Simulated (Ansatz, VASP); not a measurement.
## Two plane-wave programs on ScIrS3

```
Sc Ir S
1.0
     4.59967    0.00000    0.00000
     0.00000    4.59967    0.00000
     0.00000    0.00000    4.59967
Sc Ir S
1 1 3
Cartesian
  2.2998 2.2998 2.2998
  0.0000 0.0000 0.0000
  2.2998 0.0000 0.0000
  0.0000 2.2998 0.0000
  0.0000 0.0000 2.2998
```

Alike in both runs: task single point; functional PBE; k mesh 4 × 4 × 4; occupations gaussian, width 0.1 eV; collinear spin.

```csv
,VASP,Ansatz
version,VASP 6.6.1,Ansatz 0.2.0
potentials or method,"VASP PAW PBE potentials, release 64 (Sc_sv, Ir, S), cutoff 520 eV","scalar-relativistic, plane waves, PAW"
valence electrons in the cell,38,46
```

Ansatz gave:

| Item | Value |
| --- | --- |
| gap on the k mesh at the Fermi level (eV) | none |
| pressure (GPa) | 3.3 |
| net moment per atom (μB) | 0.03 |
| size of the moment on the site where the two differ most (μB) | 0.06 |

Question: Which values does VASP return?

Answer: gap on the k mesh at the Fermi level (eV): none; pressure (GPa): 3.7; net moment per atom (μB): 0.03; size of the moment on the site where the two differ most (μB): 0.10.

Site moments also hang on the region over which each program counts them. A gap of «none» marks a metal or a gap that the smearing closes. VASP's potentials hold 38 valence electrons a cell and Ansatz's 46, so a difference there can come from the potentials and not from the codes.

Neither program's run includes spin-orbit coupling.
